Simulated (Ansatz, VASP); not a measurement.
TePb in VASP and in Ansatz

```
Pb Te
1.0
     4.64529    0.00000    0.00000
    -2.32264    4.02294    0.00000
     0.00000    0.00000   11.37846
Pb Te
3 3
Direct
  0.00000 0.00000 0.00000
  0.33333 0.66667 0.33333
  0.66667 0.33333 0.66667
  0.66667 0.33333 0.16667
  0.00000 0.00000 0.50000
  0.33333 0.66667 0.83333
```

Alike in both runs: functional PBE; k mesh 6 × 6 × 4; occupations gaussian, width 0.02 eV; no spin polarisation.

Ansatz relaxed the structure, and its values are those at the end. VASP's run is a single point on that final structure, the one shown.

|  | VASP | Ansatz |
| --- | --- | --- |
| version | VASP 6.6.1 | Ansatz 0.2.0 |
| potentials or method | VASP PAW PBE potentials, release 64 (Pb_d, Te), cutoff 520 eV | scalar-relativistic, plane waves, PAW |
| valence electrons in the cell | 60 | 90 |

```tsv
	VASP	Ansatz	Ansatz less VASP
gap on the k mesh at the Fermi level (eV)	0.83	0.83	-0.004
least direct gap on the mesh (eV)	0.83	0.83	-0.004
pressure (GPa)	0.0	0.0	+0.04
```

VASP's potentials hold 60 valence electrons a cell and Ansatz's 90, so a difference there can come from the potentials and not from the codes.

Spin-orbit coupling is off throughout.
